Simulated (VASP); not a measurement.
Ag, 2 atoms in the cell. Symmetry: P2_1/m, No. 11, monoclinic system. The conventional cell has a = 2.930 Å, b = 4.790 Å, c = 2.930 Å, α = 90.00°, β = 120.00°, γ = 90.00°. Within 3.7 Å of Ag (site symmetry m) lie 12 Ag at 2.79 to 3.09 Å.  This cell differs from its parent crystal: atom 1 (Ag) moved by (-0.300, +0.000) A along x and y.

```yaml
Program: VASP 6.6.1
Task: single point
Functional: PBEsol
Potentials_or_basis: VASP PAW PBE potentials, release 64 (Ag)
Cutoff: 520 eV
k_mesh: 18 × 18 × 10
Occupations: gaussian, width 0.15 eV
Spin: no spin polarisation
Dipole_correction: no
Further_INCAR_settings: ALGO = Fast; EDIFF = 1e-06; NBANDS = 18
```

Potentials or basis: VASP PAW PBE potentials, release 64 (Ag).

Launch:

```sh
$ cat potpaw_PBE.64/Ag/POTCAR > POTCAR
$ mpirun -np 1 vasp_std > vasp.out
```

Hardware: 1 thread of Oxide Virtual Turin-like Processor, with other jobs on the host.

Estimate the wall time of this run.

Wall time 7.2 min on 1 thread of Oxide Virtual Turin-like Processor, on a shared host, peak memory 0.55 GiB. Counts: scf iterations 12, k points 984.
